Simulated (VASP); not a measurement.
# NaF: single point with PBE

NaF:

```xyz
4
Lattice="3.2539 0.0000 0.0000 -1.6269 2.8180 0.0000 0.0000 0.0000 5.6938" Properties=species:S:1:pos:R:3 pbc="T T T"
Na    0.0000    0.0000    0.0000
Na    0.0000    0.0000    2.8469
F     0.0000    1.8786    1.4234
F     1.6269    0.9393    4.2703
```

```
Program             : VASP 6.6.1
Task                : single point
Functional          : PBE
Potentials or basis : VASP PAW PBE potentials, release 64 (Na_pv, F)
Cutoff              : 520 eV
k mesh              : 9 × 9 × 6
Occupations         : gaussian, width 0.02 eV
Spin                : no spin polarisation
```

```json
{
  "Pressure": "-0.1 GPa",
  "Band gap on the k mesh": "5.97 eV"
}
```

Levels at points of the mesh, in eV from the valence-band top:
```tsv
k point	band 11	band 12	band 13	band 14	band 15	band 16	band 17	band 18
(0.00, 0.00, 0.00)	-0.18	-0.18	0.00	0.00	5.97	10.40	11.50	16.71
(0.00, 0.00, 0.50)	-0.09	-0.09	-0.09	-0.09	7.68	7.68	14.38	14.38
```

It took 14 s on 1 thread of Intel(R) Xeon(R) 6975P-C (Granite Rapids), with other jobs on the host, peak memory 0.17 GiB.

Caveat: an odd mesh through Γ misses points on the zone boundary, where band edges can lie.
